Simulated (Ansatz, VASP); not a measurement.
Two plane-wave programs on KF

INCAR

```
PREC = Accurate ; ENCUT = 520
EDIFF = 1E-6 ; ISMEAR = 0
SIGMA = 0.02 ; LREAL = F
LASPH = T ; NELM = 60
ALGO = Normal ; ISIF = 2
LWAVE = F ; LCHARG = F
GGA = PE ; NBANDS = 15
```

Contents of KPOINTS:

```
regular mesh
0
Gamma
  8 8 8
```

File POSCAR:

```
KF
1.0
   -0.0003475550      2.7136559700      2.6417388200
    2.8653770950     -0.1452779900      2.7866692550
    2.7355786700      2.7287879800     -0.0154795650
K F
1 1
Direct
    0.0079614737      0.0018720778     -0.0026051992
    0.4920385263      0.4981279222      0.5026051992
```

Input for Ansatz:

```yaml
crystal:
  lattice:
    - [-0.000347555, 2.71365597, 2.64173882]
    - [2.865377095, -0.14527799, 2.786669255]
    - [2.73557867, 2.72878798, -0.015479565]
  atoms:
    - { symbol: K, position: [0.0079614737, 0.0018720778, -0.0026051992] }
    - { symbol: F, position: [0.4920385263, 0.4981279222, 0.5026051992] }
basis:
  ecutwfc: 420
kpoints:
  mp_grid: { grid: [8, 8, 8] }
hamiltonian:
  xc: pbe
scf:
  occupations: { method: gaussian, width: 0.02 }
output:
  forces: true
  stress: true
  eigenvalues: true
```

Change from the starting cell: all atoms moved at random, cell strained at random.

Alike in both runs: task single point; functional PBE; k mesh 8 × 8 × 8; occupations gaussian, width 0.02 eV; no spin polarisation.

|  | VASP | Ansatz |
| --- | --- | --- |
| version | VASP 6.6.1 | Ansatz 0.2.0 |
| potentials or method | VASP PAW PBE potentials, release 64 (K_sv, F), cutoff 520 eV | scalar-relativistic, plane waves, PAW |
| valence electrons in the cell | 16 | 16 |

Ansatz gave:

| Quantity | Value |
| --- | --- |
| gap on the k mesh at the Fermi level (eV) | 5.57 |
| least direct gap on the mesh (eV) | 5.57 |
| pressure (GPa) | -1.6 |
| traceless stress, the component that is largest in VASP (GPa) | 0.89 |
| rms of the force components (eV/Å) | 0.038 |

Question: Estimate VASP's values.

Answer: gap on the k mesh at the Fermi level (eV): 5.56; least direct gap on the mesh (eV): 5.56; pressure (GPa): -1.6; traceless stress, the component that is largest in VASP (GPa): 0.88; rms of the force components (eV/Å): 0.039.

Atom by atom the forces differ by 0.002 eV/Å (rms over components).
